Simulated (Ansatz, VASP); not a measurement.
## One calculation of HfO2, two programs

Contents of POSCAR:

```
HfO2
1.0
    3.5766926619      0.0000000000      0.0000000000
    0.0000000000      3.5766926619      0.0000000000
    0.0000000000      0.0000000000      5.2022243931
Hf O
2 4
Direct
    0.5000000000      0.5000000000      0.5000000000
    0.0000000000      0.0000000000      0.0000000000
    0.0000000000      0.5000000000      0.6962101053
    0.5000000000      0.0000000000      0.8037898947
    0.5000000000      0.0000000000      0.3037898947
    0.0000000000      0.5000000000      0.1962101053
```

INCAR.step1

```
SYSTEM = HfO2
PREC = Accurate
ENCUT = 520
ISMEAR = 0
SIGMA = 0.01
LREAL = .False.
LASPH = .True.
NELM = 100
NBANDS = 31
GGA = PE
ALGO = Normal
EDIFF = 1E-4
LWAVE = .True.
LCHARG = .False.
```

The input INCAR.step2:

```
SYSTEM = HfO2
PREC = Accurate
ENCUT = 520
EDIFF = 1E-7
ISMEAR = 0
SIGMA = 0.01
LREAL = .False.
LASPH = .True.
NELM = 100
ALGO = Normal
ISIF = 2
LWAVE = .False.
LCHARG = .False.
METAGGA = R2SCAN
LMIXTAU = .True.
NBANDS = 31
ISTART = 1
```

The input KPOINTS:

```
regular mesh
0
Gamma
  8 8 6
  0 0 0
```

Input for Ansatz:

```yaml
crystal:
  lattice:
    - [3.5766926619, 0.0, 0.0]
    - [0.0, 3.5766926619, 0.0]
    - [0.0, 0.0, 5.2022243931]
  atoms:
    - { symbol: Hf, position: [0.5, 0.5, 0.5] }
    - { symbol: Hf, position: [0.0, 0.0, 0.0] }
    - { symbol: O, position: [0.0, 0.5, 0.6962101053] }
    - { symbol: O, position: [0.5, 0.0, 0.8037898947] }
    - { symbol: O, position: [0.5, 0.0, 0.3037898947] }
    - { symbol: O, position: [0.0, 0.5, 0.1962101053] }
kpoints:
  mp_grid: { grid: [8, 8, 6] }
  band_path:
    path:
      - [0.0, 0.0, 0.0]
      - [0.0, 0.5, 0.0]
      - [0.5, 0.5, 0.0]
      - [0.0, 0.0, 0.5]
      - [0.0, 0.5, 0.5]
      - [0.5, 0.5, 0.5]
    npoints: 1
hamiltonian:
  xc: r2scan
scf:
  occupations: { method: fixed }
  n_extra_bands: 5
output:
  forces: true
  stress: true
  eigenvalues: true
```

Alike in both runs: task single point; functional r2SCAN; k mesh 8 × 8 × 6; no spin polarisation.

|  | VASP | Ansatz |
| --- | --- | --- |
| version | VASP 6.6.1 | Ansatz 0.2.0 |
| potentials or method | VASP PAW PBE potentials, release 64 (Hf_pv, O) | plane waves, PAW |
| plane-wave cutoff (eV) | 520 | 500 |
| occupations | gaussian, width 0.01 eV | fixed |
| valence electrons in the cell | 44 | 76 |

VASP gave:

```
gap on the k mesh at the Fermi level (eV)                     : 5.24
pressure (GPa)                                                : -3.5
traceless stress, the component that is largest in VASP (GPa) : 0.16
rms of the force components (eV/Å)                            : 0.032
```

Question: Estimate Ansatz's values.

Answer: gap on the k mesh at the Fermi level (eV): 5.26; pressure (GPa): 0.0; traceless stress, the component that is largest in VASP (GPa): 0.00; rms of the force components (eV/Å): 0.000.

VASP's potentials were made for PBE, not for r2SCAN. Atom by atom the forces differ by 0.032 eV/Å (rms over components). VASP's potentials hold 44 valence electrons a cell and Ansatz's 76, so a difference there can come from the potentials and not from the codes.

Spin-orbit coupling is off throughout.
